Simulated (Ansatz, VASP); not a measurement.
# One calculation of Cu, two programs

```
CELL_PARAMETERS angstrom
0.00000 1.80750 1.82557
1.80750 0.00000 1.82557
1.80750 1.80750 0.00000
ATOMIC_POSITIONS crystal
Cu 0.00000 0.00000 0.00000
```

Change from the starting cell: zz strain of +1 %, PAW files.

Alike in both runs: task electric field gradients; functional PBE; k mesh 19 × 19 × 19; occupations fermi-dirac, width 0.08 eV; no spin polarisation.

|  | VASP | Ansatz |
| --- | --- | --- |
| version | VASP 6.6.1 | Ansatz 0.2.0 |
| potentials or method | VASP PAW PBE potentials, release 64 (Cu) | PAW with Ansatz's default frozen-core files, scalar-relativistic |
| plane-wave cutoff (eV) | 520 | 420 |
| valence electrons in the cell | 11 | 19 |

```csv
,VASP,Ansatz,Ansatz less VASP
pressure (GPa),0.8,0.3,-0.53
"traceless stress, the component that is largest in VASP (GPa)",-0.30,-0.31,-0.017
```

With one functional, cell and mesh, what is left measures potentials, basis and numerics. VASP's potentials hold 11 valence electrons a cell and Ansatz's 19, so a difference there can come from the potentials and not from the codes.
